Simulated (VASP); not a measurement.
Wanted: the native input for a VASP 6.6.1 run.

```
Task                   : single point
Functional             : r2SCAN
Potentials or basis    : VASP PAW PBE potentials, release 64 (Ga_d, Mn_pv)
Cutoff                 : 520 eV
k mesh                 : 12 × 12 × 12
Occupations            : gaussian, width 0.1 eV
Spin                   : no spin polarisation
Dipole correction      : no
Further INCAR settings : ALGO = Normal; EDIFF = 1e-06; NBANDS = 34
```

MnGa3:

```
Ga Mn
1.0
     0.00000    3.24670    3.24670
     3.24670    0.00000    3.24670
     3.24670    3.24670    0.00000
Ga Mn
3 1
Direct
  0.25000 0.25000 0.25000
  0.75000 0.75000 0.75000
  0.50000 0.50000 0.50000
  0.00000 0.00000 0.00000
```

The input as run:

POSCAR

```
MnGa3
1.0
    0.0000000000      3.2467030344      3.2467030344
    3.2467030344      0.0000000000      3.2467030344
    3.2467030344      3.2467030344      0.0000000000
Ga Mn
3 1
Direct
    0.2500000000      0.2500000000      0.2500000000
    0.7500000000      0.7500000000      0.7500000000
    0.5000000000      0.5000000000      0.5000000000
    0.0000000000      0.0000000000      0.0000000000
```

INCAR.step1

```
PREC     = Accurate       # precision mode
ENCUT    = 520            # plane-wave cutoff, eV
ISMEAR   = 0              # smearing method
SIGMA    = 0.1            # smearing width, eV
LREAL    = F              # projectors in reciprocal space
LASPH    = T              # aspherical terms in the spheres
NELM     = 60             # most SCF steps
NBANDS   = 34             # bands
GGA      = PE             # functional
ALGO     = Normal         # electronic algorithm
EDIFF    = 1E-4           # SCF threshold, eV
LWAVE    = T              # write WAVECAR
LCHARG   = F              # write CHGCAR
```

INCAR.step2

```
PREC     = Accurate       # precision mode
ENCUT    = 520            # plane-wave cutoff, eV
EDIFF    = 1E-6           # SCF threshold, eV
ISMEAR   = 0              # smearing method
SIGMA    = 0.1            # smearing width, eV
LREAL    = F              # projectors in reciprocal space
LASPH    = T              # aspherical terms in the spheres
NELM     = 60             # most SCF steps
ALGO     = Normal         # electronic algorithm
ISIF     = 2              # what is computed and relaxed
LWAVE    = F              # write WAVECAR
LCHARG   = F              # write CHGCAR
METAGGA  = R2SCAN         # meta-GGA
LMIXTAU  = T            
NBANDS   = 34             # bands
ISTART   = 1
```

KPOINTS

```
Automatic mesh
0
Gamma
  12 12 12
```

Potentials or basis: VASP PAW PBE potentials, release 64 (Ga_d, Mn_pv).

Command:

```bash
$ cat potpaw_PBE.64/Ga_d/POTCAR potpaw_PBE.64/Mn_pv/POTCAR > POTCAR
$ cp INCAR.step1 INCAR
$ mpirun -np 1 vasp_std > vasp.out
$ cp INCAR.step2 INCAR
$ mpirun -np 1 vasp_std > vasp.out
```

Results of the run:

```
Pressure               : -12.9 GPa
Band gap on the k mesh : zero (bands 26 and 27 overlap by 0.65 eV)
```

Caveat: the cell stands under tension; the PAW data sets were made with another functional, which shifts forces and pressure a little; the run has no spin polarisation, though such a crystal can be magnetic.

Wall time 6.3 min on 1 thread of Intel(R) Xeon(R) 6975P-C (Granite Rapids) (shared host), peak memory 0.3 GiB.
